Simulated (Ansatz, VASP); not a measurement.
# Nb: VASP beside Ansatz

```
Nb
1.0
     0.00000    3.09150    3.09150
     3.09150    0.00000    3.09150
     3.09150    3.09150    0.00000
Nb
2
Direct
  0.12500 0.12500 0.12500
  0.87500 0.87500 0.87500
```

Alike in both runs: task single point; functional revPBE; k mesh 10 × 10 × 10; occupations fermi-dirac, width 0.1 eV; no spin polarisation.

|  | VASP | Ansatz |
| --- | --- | --- |
| version | VASP 6.6.1 | Ansatz 0.2.0 |
| potentials or method | VASP PAW PBE potentials, release 64 (Nb_sv), cutoff 520 eV | plane waves (420 eV) with PAW, scalar-relativistic |
| valence electrons in the cell | 26 | 26 |

|  | VASP | Ansatz | Ansatz less VASP |
| --- | --- | --- | --- |
| pressure (GPa) | -5.6 | -5.6 | +0.05 |

VASP's potentials were made for PBE, not for revPBE.
